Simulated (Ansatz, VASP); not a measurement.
Sc in VASP and in Ansatz

```
Sc
1.0
     3.30900    0.00000    0.00000
    -1.65450    2.86568    0.00000
     0.00000    0.00000    5.27330
Sc
2
Cartesian
  0.0000 1.9105 1.3183
  1.6545 0.9552 3.9550
```

Alike in both runs: task relaxation of cell and atoms; functional PBE; k mesh 16 × 16 × 8; occupations gaussian, width 0.05 eV; no spin polarisation.

```csv
,VASP,Ansatz
version,VASP 6.6.1,Ansatz 0.2.0
potentials or method,"VASP PAW PBE potentials, release 64 (Sc_sv), cutoff 600 eV","scalar-relativistic, plane waves, PAW"
valence electrons in the cell,22,22
```

|  | VASP | Ansatz | Ansatz less VASP |
| --- | --- | --- | --- |
| gap on the k mesh at the Fermi level, each at its own relaxed structure (eV) | none | none | - |
| relaxed volume (Å³/atom) | 24.64 | 24.62 | -0.024 |
| relaxed length of the cell vector where the two differ most in proportion (Å) | 5.169 | 5.166 | -0.0036 |

A gap of «none» marks a metal or a gap that the smearing closes.
